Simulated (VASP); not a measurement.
Set up this calculation in VASP 6.6.1, as the native input.

```yaml
Task: single point
Functional: LDA
Potentials_or_basis: VASP PAW LDA potentials, release 64 (O, Co)
Cutoff: 520 eV
k_mesh: 11 × 11 × 11
Occupations: gaussian, width 0.05 eV
Spin: collinear spin, ferromagnetic start
Starting_moments: "[0.0, 2.0] μB"
Dipole_correction: no
Further_INCAR_settings: ALGO = Normal; EDIFF = 1e-07; NBANDS = 18
```

The structure of CoO lies in POSCAR:

```
CoO
1.0
    1.5054695450      0.8691832471      2.4399269067
   -1.5054695450      0.8691832471      2.4399269067
    0.0000000000     -1.7383664941      2.4399269067
O Co
1 1
Direct
    0.5000000000      0.5000000001      0.5000000000
    0.0000000000      0.0000000000      0.0000000000
```

The input as run:

INCAR

```
SYSTEM = CoO
PREC = Accurate
ENCUT = 520
EDIFF = 1E-7
ISMEAR = 0
SIGMA = 0.05
LREAL = .False.
LASPH = .True.
NELM = 150
ALGO = Normal
ISIF = 2
LWAVE = .False.
LCHARG = .False.
ISPIN = 2
MAGMOM = 0 2
LORBIT = 11
LMAXMIX = 4
NBANDS = 18
```

KPOINTS

```
regular mesh
0
Gamma
  11 11 11
  0 0 0
```

Potentials or basis: VASP PAW LDA potentials, release 64 (O, Co).

Run with:

```bash
$ cat potpaw_LDA.64/O/POTCAR potpaw_LDA.64/Co/POTCAR > POTCAR
$ mpirun -np 1 vasp_std > vasp.out
```

It gave:

```
Pressure                                              : -18.9 GPa
Net moment                                            : 2.79 μB per cell
Site moments                                          : O +0.30; Co +2.42 μB
Valence electrons inside the program's atomic spheres : O 4.93; Co 7.85
```

Caveat: the cell stands under tension; a cell with one magnetic atom can't hold antiferromagnetic order, which such compounds often take.

Run time: 2.6 min on 1 thread of Intel Xeon 8259CL (shared host), peak memory 0.2 GiB.
